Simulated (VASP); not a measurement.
# Mg (P6_3/mmc) in VASP: a series of runs

Runs on Mg. Level: PBEsol. Tasks: single point.

Everything below comes from runs of VASP 6.6.1. Logs are shortened: lines on timing, memory, paths and dates and some standing lists are left out, and cuts for length are marked.

### Step 1. The cell of the first run

The structure is hexagonal, space group P6_3/mmc (No. 194). Conventional cell: a = 3.081 Å, b = 3.081 Å, c = 5.210 Å, α = 90.00°, β = 90.00°, γ = 120.00°. Mg (site symmetry -6m2) has 12 Mg at 3.08 to 3.15 Å within 4.1 Å.

### Step 2. Single point, PBEsol (strain -0.040 along x and y, +0.000 along z)

File INCAR:

```
SYSTEM = Mg
ALGO     = Fast           ! electronic algorithm
EDIFF    = 1E-7           ! SCF threshold, eV
ENCUT    = 520            ! plane-wave cutoff, eV
GGA      = PS             ! functional
ISIF     = 2              ! what is computed and relaxed
ISMEAR   = 0              ! smearing method
LASPH    = .True.         ! aspherical terms in the spheres
LCHARG   = .False.        ! write CHGCAR
LREAL    = .False.        ! projectors in reciprocal space
LWAVE    = .False.        ! write WAVECAR
NBANDS   = 9              ! bands
NELM     = 80             ! most SCF steps
PREC     = Accurate       ! precision mode
SIGMA    = 0.15           ! smearing width, eV
```

File KPOINTS:

```
k-points
0
Gamma
  18 18 10
  0 0 0
```

File POSCAR:

```
Mg
1.0
    3.0809006712      0.0000000000      0.0000000000
   -1.5404503356      2.6681382478      0.0000000000
    0.0000000000      0.0000000000      5.2103300000
Mg
2
Direct
    0.3333333333      0.6666666667      0.2500000000
    0.6666666667      0.3333333333      0.7500000000
```

Potentials or basis: VASP PAW PBE potentials, release 64 (Mg).

On the command line:

```bash
> cat potpaw_PBE.64/Mg/POTCAR > POTCAR
> mpirun -np 1 vasp_std > vasp.out
```

OUTCAR:

```text
SYSTEM = Mg
   EDIFF = 1E-7
   ENCUT = 520
   GGA = PS
   ISIF = 2
   ISMEAR = 0
   LASPH = .True.
   LREAL = .False.
   NELM = 80
   PREC = Accurate

 ion  position               nearest neighbor table
   1  0.333  0.667  0.250-   2 3.15   2 3.15   2 3.15   2 3.15   2 3.15   2 3.15
   2  0.667  0.333  0.750-   1 3.15   1 3.15   1 3.15   1 3.15   1 3.15   1 3.15

  LATTYP: Found a hexagonal cell.
 ALAT       =     3.0809006712
 C/A-ratio  =     1.6911710425

  Lattice vectors:

 A1 = (   3.0809006712,   0.0000000000,   0.0000000000)
 A2 = (  -1.5404503356,   2.6681382478,   0.0000000000)
 A3 = (   0.0000000000,   0.0000000000,   5.2103300000)

Analysis of symmetry for initial positions (statically):
=====================================================================
 Subroutine PRICEL returns:
 Original cell was already a primitive cell.

 Routine SETGRP: Setting up the symmetry group for a
 hexagonal supercell.

 Subroutine GETGRP returns: Found 24 space group operations
 (whereof 12 operations were pure point group operations)
 out of a pool of 24 trial point group operations.

The static configuration has the point symmetry D_3d.
 The point group associated with its full space group is D_6h.

Analysis of symmetry for dynamics (positions and initial velocities):
=====================================================================
 Subroutine PRICEL returns:
 Original cell was already a primitive cell.

 Routine SETGRP: Setting up the symmetry group for a
 hexagonal supercell.

 Subroutine GETGRP returns: Found 24 space group operations
 (whereof 12 operations were pure point group operations)
 out of a pool of 24 trial point group operations.

The dynamic configuration has the point symmetry D_3d.
 The point group associated with its full space group is D_6h.

 Subroutine INISYM returns: Found 24 space group operations
 (whereof 12 operations are pure point group operations),
 and found     1 'primitive' translations

----------------------------------------------------------------------------------------

                                     Primitive cell

  volume of cell :      42.8303

  direct lattice vectors                    reciprocal lattice vectors
     3.080900671  0.000000000  0.000000000     0.324580409  0.187396587  0.000000000
    -1.540450336  2.668138248  0.000000000     0.000000000  0.374793173  0.000000000
     0.000000000  0.000000000  5.210330000     0.000000000  0.000000000  0.191926423

  length of vectors
     3.080900671  3.080900671  5.210330000     0.374793173  0.374793173  0.191926423

  position of ions in fractional coordinates (direct lattice)
     0.333333333  0.666666667  0.250000000
     0.666666667  0.333333333  0.750000000

  ion indices of the primitive-cell ions
   primitive index   ion index
                 1           1
                 2           2

----------------------------------------------------------------------------------------

 KPOINTS: k-points

Automatic generation of k-mesh.
 Grid dimensions read from file:
 generate k-points for:   18   18   10

 Generating k-lattice:

  Cartesian coordinates                     Fractional coordinates (reciprocal lattice)
     0.018032245  0.010410921  0.000000000     0.055555556 -0.000000000  0.000000000
     0.000000000  0.020821843  0.000000000     0.000000000  0.055555556  0.000000000
     0.000000000  0.000000000  0.019192642     0.000000000  0.000000000  0.100000000

  Length of vectors
     0.020821843  0.020821843  0.019192642

  Shift w.r.t. Gamma in fractional coordinates (k-lattice)
     0.000000000  0.000000000  0.000000000

 Subroutine IBZKPT returns following result:
 ===========================================

 Found    222 irreducible k-points:

 Following reciprocal coordinates:
            Coordinates               Weight
  0.000000  0.000000  0.000000      1.000000
  0.055556  0.000000  0.000000      6.000000
  0.111111  0.000000  0.000000      6.000000
  0.166667  0.000000  0.000000      6.000000
  0.222222  0.000000  0.000000      6.000000
  0.277778  0.000000  0.000000      6.000000
[... 16 lines left out ...]
  0.333333  0.111111  0.000000     12.000000
  0.388889  0.111111  0.000000     12.000000
 [... further k-points ...]
   k-points           NKPTS =    222   k-points in BZ     NKDIM =    222   number of bands    NBANDS=      9
   number of dos      NEDOS =    301   number of ions     NIONS =      2
   total plane-waves  NPLWV =  23040
   dimension x,y,z NGX =    24 NGY =   24 NGZ =   40
   dimension x,y,z NGXF=    48 NGYF=   48 NGZF=   80
   ions per type =               2
   NGX,Y,Z   is equivalent  to a cutoff of  12.95, 12.95, 12.76 a.u.
   NGXF,Y,Z  is equivalent  to a cutoff of  25.90, 25.90, 25.53 a.u.
 SYSTEM =  Mg
   PREC   = accura    normal or accurate (medium, high low for compatibility)
   ISTART =      0    job   : 0-new  1-cont  2-samecut
   ICHARG =      2    charge: 1-file 2-atom 10-const
   ISPIN  =      1    spin polarized calculation?
   LNONCOLLINEAR =      F non collinear calculations
   LSORBIT =      F    spin-orbit coupling
   LASPH  =      T    aspherical Exc in radial PAW
   ENCUT  =  520.0 eV  38.22 Ry    6.18 a.u.   5.73  5.73  9.69*2*pi/ulx,y,z
   NELM   =     80;   NELMIN=  2; NELMDL= -5     # of ELM steps
   EDIFF  = 0.1E-06   stopping-criterion for ELM
   LREAL  =      F    real-space projection
   EDIFFG = 0.1E-05   stopping-criterion for IOM
   NSW    =      0    number of steps for IOM
   IBRION =     -1    ionic relax: 0-MD 1-quasi-New 2-CG
   NFREE  =      0    steps in history (QN), initial steepest desc. (CG)
   ISIF   =      2    stress and relaxation
   ISYM   =      2    0-nonsym 1-usesym 2-fastsym
   POTIM  = 0.5000    time-step for ionic-motion
   TEBEG  =    0.0;   TEEND  =   0.0 temperature during run
   PSTRESS=    0.0 pullay stress
   NELECT =       4.0000    total number of electrons
   NUPDOWN=      -1.0000    fix difference up-down
   EMIN   =  10.00;   EMAX   =-10.00  energy-range for DOS
   EFERMI =   0.00;   METHOD = LEGACY
   ISMEAR =     0;   SIGMA  =   0.15  broadening in eV -4-tet -1-fermi 0-gaus
   EFERMI_NEDOS =   21; number of points for ismear=-14 and -15
   IALGO  =     68    algorithm
   IMIX   =      4    mixing-type and parameters
     AMIX     =   0.40;   BMIX     =  1.00
     AMIX_MAG =   1.60;   BMIX_MAG =  1.00
  volume/ion in A,a.u.               =      21.42       144.52
  Fermi-wavevector in a.u.,A,eV,Ry     =   0.742753  1.403600  7.506089  0.551682
  Thomas-Fermi vector in A             =   1.837706
   LORBIT       =      0    0 simple, 1 ext, 2 COOP (PROOUT), +10 PAW based schemes
   GGA     = PS    functional components
   LHFCALC =     F    Hartree Fock is set to
   AEXX    =    0.0000 exact exchange contribution
   IVDW    =     0    specifies the selected vdW correction
   LEPSILON=     F    determine dielectric tensor
   LRPA    =     F    only Hartree local field effects (RPA)
 non-spin polarized calculation
 RMM-DIIS sequential band-by-band and
 Gauss-broadening in eV      SIGMA  =   0.15
  energy-cutoff  :      520.00
  volume of cell :       42.83
 maximum number of plane-waves:      1178
 NGX is ok and might be reduce to    24
   NGX = 11   NGY = 11   NGZ = 19

 number of electron       4.0000000 magnetization

 Free energy of the ion-electron system (eV)
  ---------------------------------------------------
  ext. energy  EPLUGINS =         0.00000000
  ---------------------------------------------------
  free energy    TOTEN  =        -3.42852800 eV

  energy without entropy =       -3.41843656  energy(sigma->0) =       -3.42348228

 E-fermi :   2.9490     XC(G=0):  -8.7542

 val. band max:        2.9284150437   @ k =   0.3333   0.3333   0.3000
 cond. band min:       2.9586725100   @ k =   0.4444   0.0556   0.5000
 fundamental gap:      0.0302574663
 Fermi energy:         2.9489610194

 k-point     1 :       0.0000    0.0000    0.0000
  band No.  band energies     occupation
      1      -4.2715      2.00000
      2       0.9468      2.00000
      3       1.3454      2.00000
      4      14.7451      0.00000
      5      14.7451      0.00000
      6      14.7976      0.00000
      7      15.1041      0.00000
      8      15.1041      0.00000
      9      17.0125      0.00000

 k-point     2 :       0.0556    0.0000    0.0000
  band No.  band energies     occupation
      1      -4.2061      2.00000
      2       1.0063      2.00000
      3       1.4090      2.00000
      4      13.2742      0.00000
      5      14.0171      0.00000
      6      14.6142      0.00000
      7      15.5044      0.00000
      8      15.8975      0.00000
      9      17.0582      0.00000

 k-point     3 :       0.1111    0.0000    0.0000
  band No.  band energies     occupation
      1      -4.0101      2.00000
      2       1.1849      2.00000
      3       1.5988      2.00000
      4      11.4826      0.00000
      5      13.2304      0.00000
      6      13.8414      0.00000
      7      15.5186      0.00000
      8      16.2183      0.00000
      9      16.7710      0.00000

 k-point     4 :       0.1667    0.0000    0.0000
  band No.  band energies     occupation
      1      -3.6844      2.00000
      2       1.4827      2.00000
      3       1.9112      2.00000
      4       9.7127      0.00000
      5      12.5414      0.00000
      6      12.9094      0.00000
      7      14.4342      0.00000
      8      15.1081      0.00000
      9      16.8021      0.00000

 k-point     5 :       0.2222    0.0000    0.0000
  band No.  band energies     occupation
      1      -3.2304      2.00000
      2       1.9000      2.00000
      3       2.3384      2.00000
      4       8.0284      0.00000
      5      11.9008      0.00000
      6      11.9570      0.00000
      7      12.7171      0.00000
      8      14.2931      0.00000
      9      16.3616      0.00000

 k-point     6 :       0.2778    0.0000    0.0000
  band No.  band energies     occupation
      1      -2.6503      2.00000
      2       2.4372      2.00000
      3       2.8592      1.60264
      4       6.4639      0.00000
      5      10.8247      0.00000
      6      11.1006      0.00000
      7      11.4789      0.00000
      8      13.4851      0.00000
      9      15.8028      0.00000
[... 169 lines left out ...]
 k-point    21 :       0.2222    0.1111    0.0000
  band No.  band energies     occupation
      1      -2.4578      2.00000
      2       2.6164      1.99828
      3       3.0324      0.43149
      4       6.6092      0.00000
      5       8.6927      0.00000
      6      11.2627      0.00000
      7      12.0464      0.00000
      8      13.5011      0.00000
      9      14.2300      0.00000

 k-point    22 :       0.2778    0.1111    0.0000
  band No.  band energies     occupation
      1      -1.7557      2.00000
      2       3.2741      0.00217
      3       3.5352      0.00000
      4       5.2775      0.00000
      5       8.1813      0.00000
      6       9.7710      0.00000
      7      10.8366      0.00000
      8      13.0593      0.00000
      9      13.9012      0.00000

 k-point    23 :       0.3333    0.1111    0.0000
  band No.  band energies     occupation
      1      -0.9339      2.00000
      2       3.2795      0.00183
      3       4.0522      0.00000
      4       4.8991      0.00000
      5       7.6905      0.00000
      6       8.3904      0.00000
      7       9.8085      0.00000
      8      12.7475      0.00000
      9      13.6561      0.00000

 k-point    24 :       0.3889    0.1111    0.0000
  band No.  band energies     occupation
      1       0.0025      2.00000
      2       2.1810      2.00000
      3       4.9491      0.00000
      4       5.5411      0.00000
      5       7.0997      0.00000
      6       7.1300      0.00000
      7       9.1172      0.00000
      8      12.5613      0.00000
      9      13.5054      0.00000

 [... further k-points ...]

------------------------ aborting loop because EDIFF is reached ----------------------------------------

  FORCE on cell =-STRESS in cart. coord.  units (eV):
  Direction    XX          YY          ZZ          XY          YZ          ZX
  --------------------------------------------------------------------------------------
  -------------------------------------------------------------------------------------
  Total        0.8168717      0.8168717      0.0884295      0.0000000      0.0000000      0.0000000
  in kB       30.5571739     30.5571739      3.3079304      0.0000000      0.0000000      0.0000000
  external PRESSURE =      21.4740927 kB  Pullay stress =       0.0000000 kB

 VOLUME and BASIS-vectors are now :
 -----------------------------------------------------------------------------
  energy-cutoff  :      520.00
  volume of cell :       42.83
      direct lattice vectors                 reciprocal lattice vectors
     3.080900671  0.000000000  0.000000000     0.324580409  0.187396587  0.000000000
    -1.540450336  2.668138248  0.000000000     0.000000000  0.374793173  0.000000000
     0.000000000  0.000000000  5.210330000     0.000000000  0.000000000  0.191926423

 POSITION                                       TOTAL-FORCE (eV/Angst)
 -----------------------------------------------------------------------------------
     -0.00000      1.77876      1.30258         0.000000      0.000000      0.000000
      1.54045      0.88938      3.90775        -0.000000      0.000000      0.000000
 -----------------------------------------------------------------------------------
    total drift:                               -0.000000      0.000000     -0.000000

  FREE ENERGIE OF THE ION-ELECTRON SYSTEM (eV)
  ---------------------------------------------------
  free  energy   TOTEN  =        -3.4285279963 eV

  energy  without entropy=       -3.4184365579  energy(sigma->0) =       -3.42348228
```

Run time: 39 s. Hardware: 1 thread of AMD EPYC 9R45 (Zen 5), shared host; peak memory 0.18 GiB.

Results:

```yaml
Free_energy: -3.4285 eV
Pressure: 2.1 GPa
Band_gap_on_the_k_mesh: zero (bands 2 and 3 overlap by 2.47 eV)
```

Caveat: the cell differs from its parent crystal (strain -0.040 along x and y, +0.000 along z); the PAW data sets were made with another functional, which shifts forces and pressure a little.

### Step 3. Single point, PBEsol (strain +0.000 along x and y, -0.040 along z)

File INCAR:

```
  PREC = Accurate
  ENCUT = 520
  EDIFF = 1E-6
  ISMEAR = 0
  SIGMA = 0.15
  LREAL = F
  LASPH = T
  NELM = 100
  ALGO = Fast
  ISIF = 2
  LWAVE = F
  LCHARG = T
  GGA = PS
  LELF = T
  LVHAR = T
  NBANDS = 9
```

File KPOINTS:

```
regular mesh
0
Gamma
  18 18 10
```

File POSCAR:

```
Mg
1.0
    3.2092715325      0.0000000000      0.0000000000
   -1.6046357662      2.7793106748      0.0000000000
    0.0000000000      0.0000000000      5.0019168000
Mg
2
Direct
    0.3333333333      0.6666666667      0.2500000000
    0.6666666667      0.3333333333      0.7500000000
```

Potentials or basis: VASP PAW PBE potentials, release 64 (Mg).

On the command line:

```bash
> cat potpaw_PBE.64/Mg/POTCAR > POTCAR
> mpirun -np 1 vasp_std > vasp.out
```

Wall time 38 s (1 thread of AMD EPYC 9R45 (Zen 5), shared host); peak memory 0.19 GiB.

The run converged. Its results:

```yaml
Free_energy: -3.4458 eV
Pressure: 0.4 GPa
Band_gap_on_the_k_mesh: zero (bands 2 and 3 overlap by 1.97 eV)
```

Stress tensor (GPa, compression positive):
```
-0.24  0.00  0.00
 0.00 -0.24  0.00
 0.00  0.00  1.59
```

Levels at points of the mesh, in eV from the Fermi level:
```csv
k point,band 1,band 2,band 3,band 4,band 5,band 6
"(0.00, 0.00, 0.00)",-7.07,-1.52,-0.86,10.64,10.64,10.72
"(0.50, 0.00, 0.00)",-2.32,-2.31,2.76,3.12,3.64,3.92
"(0.00, 0.00, 0.50)",-5.57,-5.57,5.75,5.75,11.44,11.44
"(0.50, 0.00, 0.50)",-1.19,-1.19,-0.51,-0.51,7.85,7.85
```

Caveat: the cell differs from its parent crystal (strain +0.000 along x and y, -0.040 along z); the PAW data sets were made with another functional, which shifts forces and pressure a little.
